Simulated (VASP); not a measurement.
Input of a VASP 6.6.1 run:

INCAR

```
SYSTEM = Bi2Te3
ALGO = Normal ; EDIFF = 1E-6
ENCUT = 520 ; GGA = PE
ISIF = 2 ; ISMEAR = -5
LASPH = .TRUE. ; LCHARG = .FALSE.
LREAL = .FALSE. ; LWAVE = .FALSE.
NBANDS = 32 ; NELM = 60
PREC = Accurate ; SIGMA = 0.1
```

File KPOINTS:

```
k-points
0
G
  12 12 12
  0 0 0
```

File POSCAR:

```
Bi2Te3
1.0
    2.2085012539      1.2750787934      9.9466700000
   -2.2085012539      1.2750787934      9.9466700000
    0.0000000000     -2.5501575869      9.9466700000
Bi Te
2 3
Direct
    0.8120000000      0.8120000000      0.8120000000
    0.4020000000      0.4020000000      0.4020000000
    0.6110000000      0.6110000000      0.6110000000
    0.2000000000      0.2000000000      0.2000000000
    0.0000000000      0.0000000000      0.0000000000
```

Potentials or basis: VASP PAW PBE potentials, release 64 (Bi_d, Te).

Command:

```sh
$ cat potpaw_PBE.64/Bi_d/POTCAR potpaw_PBE.64/Te/POTCAR > POTCAR
$ mpirun -np 1 vasp_std > vasp.out
```

Question: Predict the band gap on the k mesh.

Answer: Zero (bands 24 and 25 overlap by 0.11 eV).

Question: Estimate the pressure.

Answer: 1.6 GPa.

Question: What does it give for the largest force?

Answer: 1.236 eV/Å.

Forces in eV/Å, atoms in the order of the input:
```
Bi   0.000  0.000 -0.925
Bi   0.000  0.000 -0.443
Te   0.000  0.000 -0.728
Te   0.000  0.000  0.860
Te   0.000  0.000  1.236
```

Caveat: spin-orbit coupling is left out, which moves the levels of the heavy elements; forces of over 1 eV/Å act on the atoms, so gaps and moduli don't describe the material at rest; tetrahedron occupations give inexact forces and stress in metals.
